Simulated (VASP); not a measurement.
CaO:

```
CELL_PARAMETERS angstrom
2.94540 0.04219 0.04219
0.04219 2.94540 0.04219
0.04219 0.04219 2.94540
ATOMIC_POSITIONS crystal
Ca 0.00000 0.00000 0.00000
O 0.50000 0.50000 0.50000
```

This cell differs from its parent crystal: strain along [111] +4.4%.

Base run:

| Property | Result |
| --- | --- |
| Program | VASP 6.6.1 |
| Functional | r2SCAN |
| Potentials or basis | VASP PAW PBE potentials, release 64 (Ca_sv, O) |
| Cutoff | 520 eV |
| k mesh | 8 × 8 × 8 |
| Occupations | gaussian, width 0.01 eV |
| Spin | no spin polarisation |

Its results: band gap on the k mesh 3.31 eV (least direct gap 3.58 eV); pressure -3.7 GPa.

Task: The run is repeated on the same cell with these changes: functional from r2SCAN to PBE; occupations from gaussian, width 0.01 eV to fermi-dirac, width 0.02 eV. What comes out?

Result: Band gap on the k mesh 2.79 eV (least direct gap 3.07 eV); pressure -0.4 GPa.

Caveats: the cell stands under tension (at least some runs); the PAW data sets were made with another functional, which shifts forces and pressure a little (at least some runs).

A k mesh can miss the band edges.
